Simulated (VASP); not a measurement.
# SiO2 (Pnnm) in VASP: notebook

SiO2 is run at these levels: PBE; tasks: single point.

Everything below comes from runs of VASP 6.6.1. Logs are shortened: lines on timing, memory, paths and dates and some standing lists are left out, and cuts for length are marked.

## Step 1: The cell of the first run

Symmetry: Pnnm, No. 58, orthorhombic system. Conventional cell: a = 4.038 Å, b = 4.236 Å, c = 2.690 Å, α = 90.00°, β = 90.00°, γ = 90.00°. Within 2.3 Å of Si (site symmetry 2/m) lie 6 O at 1.77 to 1.80 Å. Within 2.3 Å of O (site symmetry m) lie 3 Si at 1.77 to 1.80 Å and 1 O at 2.30 Å.

## Step 2: Single point, PBE (atoms displaced along a vibrational mode, the cell strained)

Input file INCAR:

```
PREC = Accurate
ENCUT = 520
EDIFF = 1E-6
ISMEAR = 0
SIGMA = 0.05
LREAL = F
LASPH = T
NELM = 100
ALGO = Normal
ISIF = 2
LWAVE = F
LCHARG = F
GGA = PE
NBANDS = 25
```

Input file KPOINTS:

```
regular mesh
0
Gamma
  6 6 8
```

Input file POSCAR:

```
SiO2
1.0
    4.2358788266      0.0000000000      0.0000000000
    0.0000000000      4.0380632854      0.0000000000
    0.0000000000      0.0000000000      2.6897743046
Si O
2 4
Direct
    0.5000000000      0.5000000000      0.5000000000
    0.0000000000      0.0000000000      0.0000000000
    0.7209573303      0.6650682551      0.0000000000
    0.2209573303      0.8349317449      0.5000000000
    0.2790426697      0.3349317449      0.0000000000
    0.7790426697      0.1650682551      0.5000000000
```

Potentials or basis: VASP PAW PBE potentials, release 64 (Si, O).

Started as:

```sh
$ cat potpaw_PBE.64/Si/POTCAR potpaw_PBE.64/O/POTCAR > POTCAR
$ mpirun -np 1 vasp_std > vasp.out
```

OUTCAR:

```text
PREC = Accurate
   ENCUT = 520
   EDIFF = 1E-6
   ISMEAR = 0
   LREAL = F
   LASPH = T
   NELM = 100
   ISIF = 2
   GGA = PE

 ion  position               nearest neighbor table
   1  0.500  0.500  0.500-   3 1.77   5 1.77   3 1.77   5 1.77   4 1.80   6 1.80
   2  0.000  0.000  0.000-   4 1.77   6 1.77   4 1.77   6 1.77   5 1.80   3 1.80
   3  0.721  0.665  0.000-   1 1.77   1 1.77   2 1.80
   4  0.221  0.835  0.500-   2 1.77   2 1.77   1 1.80
   5  0.279  0.335  0.000-   1 1.77   1 1.77   2 1.80
   6  0.779  0.165  0.500-   2 1.77   2 1.77   1 1.80

  LATTYP: Found a simple orthorhombic cell.
 ALAT       =     2.6897743046
 B/A-ratio  =     1.5012647264
 C/A-ratio  =     1.5748082727

  Lattice vectors:

 A1 = (   0.0000000000,   0.0000000000,  -2.6897743046)
 A2 = (   0.0000000000,   4.0380632854,   0.0000000000)
 A3 = (   4.2358788266,   0.0000000000,   0.0000000000)

Analysis of symmetry for initial positions (statically):
=====================================================================
 Subroutine PRICEL returns:
 Original cell was already a primitive cell.

 Routine SETGRP: Setting up the symmetry group for a
 simple orthorhombic supercell.

 Subroutine GETGRP returns: Found  8 space group operations
 (whereof  4 operations were pure point group operations)
 out of a pool of  8 trial point group operations.

The static configuration has the point symmetry C_2h.
 The point group associated with its full space group is D_2h.

Analysis of symmetry for dynamics (positions and initial velocities):
=====================================================================
 Subroutine PRICEL returns:
 Original cell was already a primitive cell.

 Routine SETGRP: Setting up the symmetry group for a
 simple orthorhombic supercell.

 Subroutine GETGRP returns: Found  8 space group operations
 (whereof  4 operations were pure point group operations)
 out of a pool of  8 trial point group operations.

The dynamic configuration has the point symmetry C_2h.
 The point group associated with its full space group is D_2h.

 Subroutine INISYM returns: Found  8 space group operations
 (whereof  4 operations are pure point group operations),
 and found     1 'primitive' translations

----------------------------------------------------------------------------------------

                                     Primitive cell

  volume of cell :      46.0079

  direct lattice vectors                    reciprocal lattice vectors
     4.235878827  0.000000000  0.000000000     0.236078519  0.000000000  0.000000000
     0.000000000  4.038063285  0.000000000     0.000000000  0.247643469  0.000000000
     0.000000000  0.000000000  2.689774305     0.000000000  0.000000000  0.371778405

  length of vectors
     4.235878827  4.038063285  2.689774305     0.236078519  0.247643469  0.371778405

  position of ions in fractional coordinates (direct lattice)
     0.500000000  0.500000000  0.500000000
     0.000000000  0.000000000  0.000000000
     0.720957330  0.665068255  0.000000000
     0.220957330  0.834931745  0.500000000
     0.279042670  0.334931745  0.000000000
     0.779042670  0.165068255  0.500000000

  ion indices of the primitive-cell ions
   primitive index   ion index
                 1           1
                 2           2
                 3           3
                 4           4
                 5           5
                 6           6

----------------------------------------------------------------------------------------

 KPOINTS: regular mesh

Automatic generation of k-mesh.
 Grid dimensions read from file:
 generate k-points for:    6    6    8

 Generating k-lattice:

  Cartesian coordinates                     Fractional coordinates (reciprocal lattice)
     0.039346420  0.000000000  0.000000000     0.166666667  0.000000000  0.000000000
     0.000000000  0.041273911  0.000000000     0.000000000  0.166666667  0.000000000
     0.000000000  0.000000000  0.046472301     0.000000000  0.000000000  0.125000000

  Length of vectors
     0.039346420  0.041273911  0.046472301

  Shift w.r.t. Gamma in fractional coordinates (k-lattice)
     0.000000000  0.000000000  0.000000000

 Subroutine IBZKPT returns following result:
 ===========================================

 Found     80 irreducible k-points:

 Following reciprocal coordinates:
            Coordinates               Weight
  0.000000  0.000000  0.000000      1.000000
  0.166667  0.000000  0.000000      2.000000
  0.333333  0.000000  0.000000      2.000000
  0.500000  0.000000  0.000000      1.000000
  0.000000  0.166667  0.000000      2.000000
  0.166667  0.166667  0.000000      4.000000
[... 16 lines left out ...]
  0.333333  0.166667  0.125000      8.000000
  0.500000  0.166667  0.125000      4.000000
 [... further k-points ...]
   k-points           NKPTS =     80   k-points in BZ     NKDIM =     80   number of bands    NBANDS=     25
   number of dos      NEDOS =    301   number of ions     NIONS =      6
   total plane-waves  NPLWV =  19200
   dimension x,y,z NGX =    32 NGY =   30 NGZ =   20
   dimension x,y,z NGXF=    64 NGYF=   60 NGZF=   40
   ions per type =               2   4
   NGX,Y,Z   is equivalent  to a cutoff of  12.56, 12.35, 12.36 a.u.
   NGXF,Y,Z  is equivalent  to a cutoff of  25.12, 24.70, 24.72 a.u.
 SYSTEM =  unknown system
   PREC   = accura    normal or accurate (medium, high low for compatibility)
   ISTART =      0    job   : 0-new  1-cont  2-samecut
   ICHARG =      2    charge: 1-file 2-atom 10-const
   ISPIN  =      1    spin polarized calculation?
   LNONCOLLINEAR =      F non collinear calculations
   LSORBIT =      F    spin-orbit coupling
   LASPH  =      T    aspherical Exc in radial PAW
   ENCUT  =  520.0 eV  38.22 Ry    6.18 a.u.   7.88  7.51  5.00*2*pi/ulx,y,z
   NELM   =    100;   NELMIN=  2; NELMDL= -5     # of ELM steps
   EDIFF  = 0.1E-05   stopping-criterion for ELM
   LREAL  =      F    real-space projection
   EDIFFG = 0.1E-04   stopping-criterion for IOM
   NSW    =      0    number of steps for IOM
   IBRION =     -1    ionic relax: 0-MD 1-quasi-New 2-CG
   NFREE  =      0    steps in history (QN), initial steepest desc. (CG)
   ISIF   =      2    stress and relaxation
   ISYM   =      2    0-nonsym 1-usesym 2-fastsym
   POTIM  = 0.5000    time-step for ionic-motion
   TEBEG  =    0.0;   TEEND  =   0.0 temperature during run
   PSTRESS=    0.0 pullay stress
   NELECT =      32.0000    total number of electrons
   NUPDOWN=      -1.0000    fix difference up-down
   EMIN   =  10.00;   EMAX   =-10.00  energy-range for DOS
   EFERMI =   0.00;   METHOD = LEGACY
   ISMEAR =     0;   SIGMA  =   0.05  broadening in eV -4-tet -1-fermi 0-gaus
   EFERMI_NEDOS =   21; number of points for ismear=-14 and -15
   IALGO  =     38    algorithm
   IMIX   =      4    mixing-type and parameters
     AMIX     =   0.40;   BMIX     =  1.00
     AMIX_MAG =   1.60;   BMIX_MAG =  1.00
  volume/ion in A,a.u.               =       7.67        51.75
  Fermi-wavevector in a.u.,A,eV,Ry     =   1.450488  2.741024 28.625488  2.103914
  Thomas-Fermi vector in A             =   2.568094
   LORBIT       =      0    0 simple, 1 ext, 2 COOP (PROOUT), +10 PAW based schemes
   GGA     = PE    functional components
   LHFCALC =     F    Hartree Fock is set to
   AEXX    =    0.0000 exact exchange contribution
   IVDW    =     0    specifies the selected vdW correction
   LEPSILON=     F    determine dielectric tensor
   LRPA    =     F    only Hartree local field effects (RPA)
 non-spin polarized calculation
 Gauss-broadening in eV      SIGMA  =   0.05
  energy-cutoff  :      520.00
  volume of cell :       46.01
 maximum number of plane-waves:      1264
 NGX is ok and might be reduce to    32
   NGX = 15   NGY = 15   NGZ = 11

 number of electron      31.9999977 magnetization

 Free energy of the ion-electron system (eV)
  ---------------------------------------------------
  ext. energy  EPLUGINS =         0.00000000
  ---------------------------------------------------
  free energy    TOTEN  =       -45.89419998 eV

  energy without entropy =      -45.89419998  energy(sigma->0) =      -45.89419998

 E-fermi :   8.6115     XC(G=0): -12.3603

 val. band max:        8.3529297702   @ k =   0.0000   0.0000   0.0000
 cond. band min:      14.0140103818   @ k =   0.0000   0.0000   0.0000
 fundamental gap:      5.6610806115
 Fermi energy:         8.6115322320

 k-point     1 :       0.0000    0.0000    0.0000
  band No.  band energies     occupation
      1     -14.1754      2.00000
      2     -10.8404      2.00000
      3     -10.1123      2.00000
      4     -10.0209      2.00000
      5      -2.5023      2.00000
      6       1.3514      2.00000
[... 17 lines left out ...]
     24      23.7239      0.00000
     25      23.8010      0.00000

 k-point     2 :       0.1667    0.0000    0.0000
  band No.  band energies     occupation
      1     -14.0332      2.00000
      2     -11.3259      2.00000
      3      -9.9778      2.00000
      4      -9.8916      2.00000
      5      -2.2588      2.00000
      6       0.7922      2.00000
[... 17 lines left out ...]
     24      23.2295      0.00000
     25      23.5462      0.00000

 k-point     3 :       0.3333    0.0000    0.0000
  band No.  band energies     occupation
      1     -13.6174      2.00000
      2     -12.1547      2.00000
      3      -9.8696      2.00000
      4      -9.7360      2.00000
      5      -1.6872      2.00000
      6      -0.1395      2.00000
[... 17 lines left out ...]
     24      22.9078      0.00000
     25      23.1814      0.00000

 k-point     4 :       0.5000    0.0000    0.0000
  band No.  band energies     occupation
      1     -12.9657      2.00000
      2     -12.9657      2.00000
      3      -9.7584      2.00000
      4      -9.7584      2.00000
      5      -0.9805      2.00000
      6      -0.9805      2.00000
[... 17 lines left out ...]
     24      21.6795      0.00000
     25      23.0391      0.00000

 k-point     5 :       0.0000    0.1667    0.0000
  band No.  band energies     occupation
      1     -14.0153      2.00000
      2     -10.8896      2.00000
      3     -10.7372      2.00000
      4      -9.6524      2.00000
      5      -2.2842      2.00000
      6       1.7060      2.00000
[... 17 lines left out ...]
     24      22.9388      0.00000
     25      23.7422      0.00000

 k-point     6 :       0.1667    0.1667    0.0000
  band No.  band energies     occupation
      1     -13.8763      2.00000
      2     -11.3350      2.00000
      3     -10.5361      2.00000
      4      -9.6538      2.00000
      5      -2.0182      2.00000
      6       1.0119      2.00000
[... 17 lines left out ...]
     24      22.7117      0.00000
     25      23.4660      0.00000
[... 393 lines left out ...]
 k-point    21 :       0.0000    0.1667    0.1250
  band No.  band energies     occupation
      1     -13.8132      2.00000
      2     -10.7995      2.00000
      3     -10.6228      2.00000
      4      -9.6388      2.00000
      5      -2.1727      2.00000
      6       1.4714      2.00000
[... 17 lines left out ...]
     24      22.6067      0.00000
     25      23.0864      0.00000

 k-point    22 :       0.1667    0.1667    0.1250
  band No.  band energies     occupation
      1     -13.6769      2.00000
      2     -11.2122      2.00000
      3     -10.4440      2.00000
      4      -9.6411      2.00000
      5      -1.9025      2.00000
      6       0.8746      2.00000
[... 17 lines left out ...]
     24      22.2415      0.00000
     25      22.8046      0.00000

 k-point    23 :       0.3333    0.1667    0.1250
  band No.  band energies     occupation
      1     -13.2809      2.00000
      2     -11.9256      2.00000
      3     -10.2167      2.00000
      4      -9.7404      2.00000
      5      -1.2707      2.00000
      6       0.1536      2.00000
[... 17 lines left out ...]
     24      21.8576      0.00000
     25      23.1216      0.00000

 k-point    24 :       0.5000    0.1667    0.1250
  band No.  band energies     occupation
      1     -12.6679      2.00000
      2     -12.6679      2.00000
      3      -9.9590      2.00000
      4      -9.9590      2.00000
      5      -0.5582      2.00000
      6      -0.5582      2.00000
[... 17 lines left out ...]
     24      21.4794      0.00000
     25      22.9189      0.00000

 [... further k-points ...]
[... 5 lines left out ...]
  --------------------------------------------------------------------------------------
  -------------------------------------------------------------------------------------
  Total       -0.4059184      8.5425580      2.6619107     -0.0000000      0.0000000      0.0000000
  in kB      -14.1356837    297.4856564     92.6982579     -0.0000000      0.0000000      0.0000000
  external PRESSURE =     125.3494102 kB  Pullay stress =       0.0000000 kB

 VOLUME and BASIS-vectors are now :
 -----------------------------------------------------------------------------
  energy-cutoff  :      520.00
  volume of cell :       46.01
      direct lattice vectors                 reciprocal lattice vectors
     4.235878827  0.000000000  0.000000000     0.236078519  0.000000000  0.000000000
     0.000000000  4.038063285  0.000000000     0.000000000  0.247643469  0.000000000
     0.000000000  0.000000000  2.689774305     0.000000000  0.000000000  0.371778405

 POSITION                                       TOTAL-FORCE (eV/Angst)
 -----------------------------------------------------------------------------------
      2.11794      2.01903      1.34489        -0.000000      0.000000      0.000000
      0.00000      0.00000      0.00000        -0.000000      0.000000      0.000000
      3.05389      2.68559      0.00000        -0.426297      0.508332     -0.000000
      0.93595      3.37151      1.34489        -0.426297     -0.508332      0.000000
      1.18199      1.35248      0.00000         0.426297     -0.508332      0.000000
      3.29993      0.66656      1.34489         0.426297      0.508332     -0.000000
 -----------------------------------------------------------------------------------
    total drift:                                0.000000     -0.000000     -0.000000

  FREE ENERGIE OF THE ION-ELECTRON SYSTEM (eV)
  ---------------------------------------------------
  free  energy   TOTEN  =       -45.8941999769 eV

  energy  without entropy=      -45.8941999769  energy(sigma->0) =      -45.89419998
```

Wall time 33 s (1 thread of AMD EPYC 9R45 (Zen 5), shared host); peak memory 0.16 GiB.

Results:

```yaml
Free_energy: -45.8942 eV
Pressure: 12.5 GPa
Largest_force: 0.663 eV/Å
Band_gap_on_the_k_mesh: 5.66 eV
```

Forces on the atoms (eV/Å):
```
Si   0.000  0.000  0.000
Si   0.000  0.000  0.000
O   -0.426  0.508  0.000
O   -0.426 -0.508  0.000
O    0.426 -0.508  0.000
O    0.426  0.508  0.000
```

Caveat: the cell differs from its parent crystal (atoms displaced along a vibrational mode, the cell strained); the cell stands under pressure. A k mesh can miss the band edges.

[end of part 1 of 2]
